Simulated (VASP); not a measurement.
# Sc (Fm-3m) in VASP: notebook, part 3 of 3

VASP 6.6.1.

## (5) Electric field gradients, PBEsol (volume scaled by 1.02)

File INCAR:

```
SYSTEM = Sc
PREC = Accurate ; ENCUT = 520
EDIFF = 1E-8 ; ISMEAR = -1
SIGMA = 0.03 ; LREAL = .FALSE.
LASPH = .TRUE. ; NELM = 80
ALGO = Normal ; ISIF = 2
LWAVE = .FALSE. ; LCHARG = .FALSE.
GGA = PS ; LEFG = .TRUE.
NBANDS = 12
```

File KPOINTS:

```
regular mesh
0
G
  12 12 12
  0 0 0
```

File POSCAR:

```
Sc
1.0
    0.0000000000      2.2855368621      2.2855368621
    2.2855368621      0.0000000000      2.2855368621
    2.2855368621      2.2855368621      0.0000000000
Sc
1
Direct
    0.0000000000      0.0000000000      0.0000000000
```

Potentials or basis: VASP PAW PBE potentials, release 64 (Sc_sv).

Run with:

```
$ cat potpaw_PBE.64/Sc_sv/POTCAR > POTCAR
$ mpirun -np 1 vasp_std > vasp.out
```

OUTCAR:

```text
SYSTEM = Sc
   PREC = Accurate
   ENCUT = 520
   EDIFF = 1E-8
   ISMEAR = -1
   LREAL = .FALSE.
   LASPH = .TRUE.
   NELM = 80
   ISIF = 2
   GGA = PS

 ion  position               nearest neighbor table
   1  0.000  0.000  0.000-

  LATTYP: Found a face centered cubic cell.
 ALAT       =     4.5710737242

  Lattice vectors:

 A1 = (   0.0000000000,   2.2855368621,   2.2855368621)
 A2 = (   2.2855368621,   0.0000000000,   2.2855368621)
 A3 = (   2.2855368621,   2.2855368621,   0.0000000000)

Analysis of symmetry for initial positions (statically):
=====================================================================
 Subroutine PRICEL returns:
 Original cell was already a primitive cell.

 Routine SETGRP: Setting up the symmetry group for a
 face centered cubic supercell.

 Subroutine GETGRP returns: Found 48 space group operations
 (whereof 48 operations were pure point group operations)
 out of a pool of 48 trial point group operations.

The static configuration has the point symmetry O_h .

Analysis of symmetry for dynamics (positions and initial velocities):
=====================================================================
 Subroutine PRICEL returns:
 Original cell was already a primitive cell.

 Routine SETGRP: Setting up the symmetry group for a
 face centered cubic supercell.

 Subroutine GETGRP returns: Found 48 space group operations
 (whereof 48 operations were pure point group operations)
 out of a pool of 48 trial point group operations.

The dynamic configuration has the point symmetry O_h .

 Subroutine INISYM returns: Found 48 space group operations
 (whereof 48 operations are pure point group operations),
 and found     1 'primitive' translations

----------------------------------------------------------------------------------------

                                     Primitive cell

  volume of cell :      23.8778

  direct lattice vectors                    reciprocal lattice vectors
     0.000000000  2.285536862  2.285536862    -0.218766981  0.218766981  0.218766981
     2.285536862  0.000000000  2.285536862     0.218766981 -0.218766981  0.218766981
     2.285536862  2.285536862  0.000000000     0.218766981  0.218766981 -0.218766981

  length of vectors
     3.232237228  3.232237228  3.232237228     0.378915527  0.378915527  0.378915527

  position of ions in fractional coordinates (direct lattice)
     0.000000000  0.000000000  0.000000000

  ion indices of the primitive-cell ions
   primitive index   ion index
                 1           1

----------------------------------------------------------------------------------------

 KPOINTS: regular mesh

Automatic generation of k-mesh.
 Grid dimensions read from file:
 generate k-points for:   12   12   12

 Generating k-lattice:

[... 69 lines left out ...]
   POTIM  = 0.5000    time-step for ionic-motion
   TEBEG  =    0.0;   TEEND  =   0.0 temperature during run
   PSTRESS=    0.0 pullay stress
   NELECT =      11.0000    total number of electrons
   NUPDOWN=      -1.0000    fix difference up-down
   EMIN   =  10.00;   EMAX   =-10.00  energy-range for DOS
   EFERMI =   0.00;   METHOD = LEGACY
   ISMEAR =    -1;   SIGMA  =   0.03  broadening in eV -4-tet -1-fermi 0-gaus
   EFERMI_NEDOS =   21; number of points for ismear=-14 and -15
   IALGO  =     38    algorithm
   IMIX   =      4    mixing-type and parameters
     AMIX     =   0.40;   BMIX     =  1.00
     AMIX_MAG =   1.60;   BMIX_MAG =  1.00
  volume/ion in A,a.u.               =      23.88       161.14
  Fermi-wavevector in a.u.,A,eV,Ry     =   1.264370  2.389313 21.750700  1.598631
  Thomas-Fermi vector in A             =   2.397679
   LORBIT       =      0    0 simple, 1 ext, 2 COOP (PROOUT), +10 PAW based schemes
   GGA     = PS    functional components
   LHFCALC =     F    Hartree Fock is set to
   AEXX    =    0.0000 exact exchange contribution
   IVDW    =     0    specifies the selected vdW correction
   LEPSILON=     F    determine dielectric tensor
   LRPA    =     F    only Hartree local field effects (RPA)
 non-spin polarized calculation
  energy-cutoff  :      520.00
  volume of cell :       23.88
 maximum number of plane-waves:       654
   NGX = 13   NGY = 13   NGZ = 13

 number of electron      10.9999996 magnetization

 Free energy of the ion-electron system (eV)
  ---------------------------------------------------
  ext. energy  EPLUGINS =         0.00000000
  ---------------------------------------------------
  free energy    TOTEN  =        -6.56192671 eV

  energy without entropy =       -6.55704984  energy(sigma->0) =       -6.55948827

 E-fermi :   3.8201     XC(G=0): -10.1184

 val. band max:        3.7910752483   @ k =  -0.4167   0.1667   0.0833
 cond. band min:       3.8505077100   @ k =   0.5000   0.3333   0.1667
 fundamental gap:      0.0594324617
 Fermi energy:         3.8200743783

 k-point     1 :       0.0000    0.0000    0.0000
  band No.  band energies     occupation
      1     -45.3218      2.00000
      2     -23.8051      2.00000
      3     -23.8051      2.00000
      4     -23.8051      2.00000
      5      -1.4368      2.00000
      6       5.4385      0.00000
      7       5.4385      0.00000
      8       5.4385      0.00000
      9       6.8801      0.00000
     10       6.8801      0.00000
     11      16.5199      0.00000
     12      20.0089      0.00000
[... 331 lines left out ...]
 k-point    24 :      -0.4167    0.1667    0.0000
  band No.  band energies     occupation
      1     -45.2455      2.00000
      2     -24.2096      2.00000
      3     -23.9443      2.00000
      4     -23.8795      2.00000
      5       2.5224      2.00000
      6       3.7528      1.80778
      7       4.8838      0.00000
      8       5.7431      0.00000
      9       7.6195      0.00000
     10       8.5817      0.00000
     11      10.8005      0.00000
     12      15.3296      0.00000

 [... further k-points ...]

------------------------ aborting loop because EDIFF is reached ----------------------------------------

  FORCE on cell =-STRESS in cart. coord.  units (eV):
  Direction    XX          YY          ZZ          XY          YZ          ZX
  --------------------------------------------------------------------------------------
  -------------------------------------------------------------------------------------
  Total       -0.0888227     -0.0888227     -0.0888227     -0.0000000     -0.0000000      0.0000000
  in kB       -5.9599103     -5.9599103     -5.9599103     -0.0000000     -0.0000000      0.0000000
  external PRESSURE =      -5.9599103 kB  Pullay stress =       0.0000000 kB

 VOLUME and BASIS-vectors are now :
 -----------------------------------------------------------------------------
  energy-cutoff  :      520.00
  volume of cell :       23.88
      direct lattice vectors                 reciprocal lattice vectors
     0.000000000  2.285536862  2.285536862    -0.218766981  0.218766981  0.218766981
     2.285536862  0.000000000  2.285536862     0.218766981 -0.218766981  0.218766981
     2.285536862  2.285536862  0.000000000     0.218766981  0.218766981 -0.218766981

 POSITION                                       TOTAL-FORCE (eV/Angst)
 -----------------------------------------------------------------------------------
      0.00000      0.00000      0.00000        -0.000000     -0.000000     -0.000000
 -----------------------------------------------------------------------------------
    total drift:                               -0.000000      0.000000      0.000000

  FREE ENERGIE OF THE ION-ELECTRON SYSTEM (eV)
  ---------------------------------------------------
  free  energy   TOTEN  =        -6.5619267086 eV

  energy  without entropy=       -6.5570498391  energy(sigma->0) =       -6.55948827

 Electric field gradients (V/A^2)
---------------------------------------------------------------------
 ion       V_xx      V_yy      V_zz      V_xy      V_xz      V_yz
---------------------------------------------------------------------
   1       0.000    -0.000    -0.000    -0.000    -0.000    -0.000
---------------------------------------------------------------------

 Electric field gradients after diagonalization (V/A^2)
 (convention: |V_zz| > |V_xx| > |V_yy|)
----------------------------------------------------------------------
 ion       V_xx      V_yy      V_zz     asymmetry (V_yy - V_xx)/ V_zz
----------------------------------------------------------------------
   1       0.000     0.000    -0.000       0.000
----------------------------------------------------------------------

           NMR quadrupolar parameters

 Cq : quadrupolar parameter    Cq=e*Q*V_zz/h
 eta: asymmetry parameters     (V_yy - V_xx)/ V_zz
 Q  : nuclear electric quadrupole moment in mb (millibarn)
----------------------------------------------------------------------
 ion       Cq(MHz)       eta       Q (mb)
----------------------------------------------------------------------
   1      -0.000       0.000       1.000
----------------------------------------------------------------------
```

OSZICAR:

```text
N       E                     dE             d eps       ncg     rms          rms(c)
DAV:   1     0.696837937666E+02    0.69684E+02   -0.50870E+03  1752   0.891E+02
DAV:   2    -0.588276376811E+01   -0.75567E+02   -0.73838E+02  1728   0.280E+02
DAV:   3    -0.728487876429E+01   -0.14021E+01   -0.13627E+01  2312   0.492E+01
DAV:   4    -0.730832759772E+01   -0.23449E-01   -0.23439E-01  2092   0.510E+00
DAV:   5    -0.730874863192E+01   -0.42103E-03   -0.42103E-03  2324   0.660E-01    0.571E+00
DAV:   6    -0.665039988776E+01    0.65835E+00   -0.98570E-01  2596   0.142E+01    0.166E+00
DAV:   7    -0.656750088119E+01    0.82899E-01   -0.18625E-01  2732   0.587E+00    0.555E-01
DAV:   8    -0.656231750182E+01    0.51834E-02   -0.12022E-02  1964   0.156E+00    0.144E-01
DAV:   9    -0.656191906908E+01    0.39843E-03   -0.12995E-03  2564   0.533E-01    0.194E-02
DAV:  10    -0.656192759953E+01   -0.85305E-05   -0.24931E-05  2444   0.536E-02    0.738E-03
DAV:  11    -0.656192671397E+01    0.88556E-06   -0.38242E-06  2688   0.275E-02    0.801E-04
DAV:  12    -0.656192668886E+01    0.25117E-07   -0.18204E-08  1872   0.126E-03    0.179E-04
DAV:  13    -0.656192670950E+01   -0.20647E-07   -0.23585E-09  1188   0.753E-04    0.187E-05
DAV:  14    -0.656192670857E+01    0.93132E-09   -0.24220E-10   968   0.180E-04
   1 F= -.65619267E+01 E0= -.65594883E+01  d E =-.487687E-02
```

stdout:

```text
POSCAR found type information on POSCAR Sc
 POSCAR found :  1 types and       1 ions
 scaLAPACK will be used
 -----------------------------------------------------------------------------
|                                                                             |
|                                                                             |
|     You enforced a specific xc type in the INCAR file but a different       |
|     I HOPE YOU KNOW WHAT YOU ARE DOING!                                     |
|                                                                             |
 -----------------------------------------------------------------------------

 LDA part: xc-table for (Slater+PW92), standard interpolation
 POSCAR, INCAR and KPOINTS ok, starting setup
 FFT: planning ... GRIDC
 FFT: planning ... GRID_SOFT
 FFT: planning ... GRID
 WAVECAR not read
 entering main loop
ion   1
```

Run time: 12 s. Hardware: 1 thread of Intel Xeon Platinum 8488C (Sapphire Rapids), shared host; peak memory 0.14 GiB.

Results:

| Property | Result |
| --- | --- |
| Free energy | -6.5619 eV |
| Pressure | -0.6 GPa |

Caveat: without QUAD_EFG the Cq values of the log hold for a quadrupole moment of 1 mb, not for the nuclei; the PAW data sets were made with another functional, which shifts forces and pressure a little.

## (6) Electric field gradients, PBEsol (volume scaled by 1.06)

File INCAR:

```
SYSTEM = Sc
  PREC = Accurate
  ENCUT = 520
  EDIFF = 1E-8
  ISMEAR = -1
  SIGMA = 0.03
  LREAL = .FALSE.
  LASPH = .TRUE.
  NELM = 100
  ALGO = Normal
  ISIF = 2
  LWAVE = .FALSE.
  LCHARG = .FALSE.
  GGA = PS
  LEFG = .TRUE.
  NBANDS = 12
```

KPOINTS is that of step 5.

File POSCAR:

```
Sc
1.0
    0.0000000000      2.3150309133      2.3150309133
    2.3150309133      0.0000000000      2.3150309133
    2.3150309133      2.3150309133      0.0000000000
Sc
1
Direct
    0.0000000000      0.0000000000      0.0000000000
```

Potentials or basis: VASP PAW PBE potentials, release 64 (Sc_sv).

Run with:

```
$ cat potpaw_PBE.64/Sc_sv/POTCAR > POTCAR
$ mpirun -np 1 vasp_std > vasp.out
```

OUTCAR:

```text
SYSTEM = Sc
   PREC = Accurate
   ENCUT = 520
   EDIFF = 1E-8
   ISMEAR = -1
   LREAL = .FALSE.
   LASPH = .TRUE.
   NELM = 100
   ISIF = 2
   GGA = PS

 ion  position               nearest neighbor table
   1  0.000  0.000  0.000-

  LATTYP: Found a face centered cubic cell.
 ALAT       =     4.6300618266

  Lattice vectors:

 A1 = (   0.0000000000,   2.3150309133,   2.3150309133)
 A2 = (   2.3150309133,   0.0000000000,   2.3150309133)
 A3 = (   2.3150309133,   2.3150309133,   0.0000000000)

Analysis of symmetry for initial positions (statically):
=====================================================================
 Subroutine PRICEL returns:
 Original cell was already a primitive cell.

 Routine SETGRP: Setting up the symmetry group for a
 face centered cubic supercell.

[... 540 lines left out ...]
  external PRESSURE =     -25.2005899 kB  Pullay stress =       0.0000000 kB

 VOLUME and BASIS-vectors are now :
 -----------------------------------------------------------------------------
  energy-cutoff  :      520.00
  volume of cell :       24.81
      direct lattice vectors                 reciprocal lattice vectors
     0.000000000  2.315030913  2.315030913    -0.215979837  0.215979837  0.215979837
     2.315030913  0.000000000  2.315030913     0.215979837 -0.215979837  0.215979837
     2.315030913  2.315030913  0.000000000     0.215979837  0.215979837 -0.215979837

 POSITION                                       TOTAL-FORCE (eV/Angst)
 -----------------------------------------------------------------------------------
      0.00000      0.00000      0.00000        -0.000000     -0.000000      0.000000
 -----------------------------------------------------------------------------------
    total drift:                                0.000000      0.000000     -0.000000

  FREE ENERGIE OF THE ION-ELECTRON SYSTEM (eV)
  ---------------------------------------------------
  free  energy   TOTEN  =        -6.5531339123 eV

  energy  without entropy=       -6.5482660061  energy(sigma->0) =       -6.55069996

 Electric field gradients (V/A^2)
---------------------------------------------------------------------
 ion       V_xx      V_yy      V_zz      V_xy      V_xz      V_yz
---------------------------------------------------------------------
   1       0.000    -0.000    -0.000    -0.001    -0.001    -0.001
---------------------------------------------------------------------

 Electric field gradients after diagonalization (V/A^2)
 (convention: |V_zz| > |V_xx| > |V_yy|)
----------------------------------------------------------------------
 ion       V_xx      V_yy      V_zz     asymmetry (V_yy - V_xx)/ V_zz
----------------------------------------------------------------------
   1       0.001     0.001    -0.001       0.000
----------------------------------------------------------------------

           NMR quadrupolar parameters

 Cq : quadrupolar parameter    Cq=e*Q*V_zz/h
 eta: asymmetry parameters     (V_yy - V_xx)/ V_zz
 Q  : nuclear electric quadrupole moment in mb (millibarn)
----------------------------------------------------------------------
 ion       Cq(MHz)       eta       Q (mb)
----------------------------------------------------------------------
   1      -0.000       0.000       1.000
----------------------------------------------------------------------
```

OSZICAR:

```text
N       E                     dE             d eps       ncg     rms          rms(c)
DAV:   1     0.753327119625E+02    0.75333E+02   -0.50232E+03  1728   0.890E+02
DAV:   2    -0.588446260462E+01   -0.81217E+02   -0.79707E+02  1728   0.289E+02
DAV:   3    -0.731291165001E+01   -0.14284E+01   -0.14069E+01  2276   0.497E+01
DAV:   4    -0.733704964503E+01   -0.24138E-01   -0.24100E-01  2216   0.530E+00
DAV:   5    -0.733743346513E+01   -0.38382E-03   -0.38381E-03  2336   0.615E-01    0.552E+00
DAV:   6    -0.664556294424E+01    0.69187E+00   -0.10380E+00  2600   0.144E+01    0.159E+00
DAV:   7    -0.655892994907E+01    0.86633E-01   -0.20374E-01  2716   0.607E+00    0.598E-01
DAV:   8    -0.655416729453E+01    0.47627E-02   -0.18590E-02  2056   0.200E+00    0.201E-01
DAV:   9    -0.655314211312E+01    0.10252E-02   -0.33995E-03  2588   0.821E-01    0.302E-02
DAV:  10    -0.655313574751E+01    0.63656E-05   -0.91152E-05  2656   0.124E-01    0.913E-03
DAV:  11    -0.655313374613E+01    0.20014E-05   -0.51897E-06  2616   0.346E-02    0.897E-04
DAV:  12    -0.655313391510E+01   -0.16897E-06   -0.28488E-08  1884   0.195E-03    0.278E-04
DAV:  13    -0.655313391234E+01    0.27562E-08   -0.49056E-09  1228   0.108E-03
   1 F= -.65531339E+01 E0= -.65507000E+01  d E =-.486791E-02
```

It took 14 s on 1 thread of Intel Xeon Platinum 8488C (Sapphire Rapids), shared host; peak memory 0.15 GiB.

What came out:

```yaml
Free_energy: -6.5531 eV
Pressure: -2.5 GPa
```

Caveat: without QUAD_EFG the Cq values of the log hold for a quadrupole moment of 1 mb, not for the nuclei; the PAW data sets were made with another functional, which shifts forces and pressure a little.

## (7) Summary

| cell | gap on the mesh (eV) | pressure (GPa) |
| --- | --- | --- |
| a = 3.168 Å, angles 60.0°, 1 atom | none | 2.9 |
| a = 3.200 Å, angles 60.0°, 1 atom | none | 1.0 |
| a = 3.232 Å, angles 60.0°, 1 atom | none | -0.6 |
| a = 3.274 Å, angles 60.0°, 1 atom | none | -2.5 |

Alike in all rows: task electric field gradients; level PBEsol; potentials or basis VASP PAW PBE potentials, release 64 (Sc_sv); no spin polarisation; k mesh 12 × 12 × 12; cutoff (eV) 520; smearing fermi-dirac 0.03 eV.

Caveats: the PAW data sets were made with another functional, which shifts forces and pressure a little.

Absolute energies hang on the potentials; compare differences alone.
